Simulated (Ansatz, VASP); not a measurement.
# Two plane-wave programs on Sn3PbSe4

```
Sn Pb Se
1.0
    -3.05203    3.05203    6.10444
     3.05203   -3.05203    6.10444
     3.05203    3.05203   -6.10444
Sn Pb Se
3 1 4
Direct
  0.75000 0.25000 0.50000
  0.50000 0.50000 0.00000
  0.25000 0.75000 0.50000
  0.00000 0.00000 0.00000
  0.74640 0.74640 0.00000
  0.50000 0.00000 0.50000
  0.25360 0.25360 0.00000
  0.00000 0.50000 0.50000
```

Alike in both runs: task single point; functional PBE; k mesh 4 × 4 × 4; occupations gaussian, width 0.1 eV; no spin polarisation.

|  | VASP | Ansatz |
| --- | --- | --- |
| version | VASP 6.6.1 | Ansatz 0.2.0 |
| potentials or method | VASP PAW PBE potentials, release 64 (Sn_d, Pb_d, Se), cutoff 520 eV | scalar-relativistic, plane waves, PAW |
| valence electrons in the cell | 80 | 120 |

|  | VASP | Ansatz | Ansatz less VASP |
| --- | --- | --- | --- |
| gap on the k mesh at the Fermi level (eV) | 0.15 | 0.15 | +0.001 |
| least direct gap on the mesh (eV) | 0.15 | 0.15 | +0.001 |
| pressure (GPa) | -0.2 | -0.2 | +0.02 |
| traceless stress, the component that is largest in VASP (GPa) | -0.41 | -0.41 | -0.001 |
| rms of the force components (eV/Å) | 0.006 | 0.006 | +0.0002 |

Atom by atom the forces differ by 0.000 eV/Å (rms over components). VASP's potentials hold 80 valence electrons a cell and Ansatz's 120, so a difference there can come from the potentials and not from the codes.

Spin-orbit coupling is off throughout.
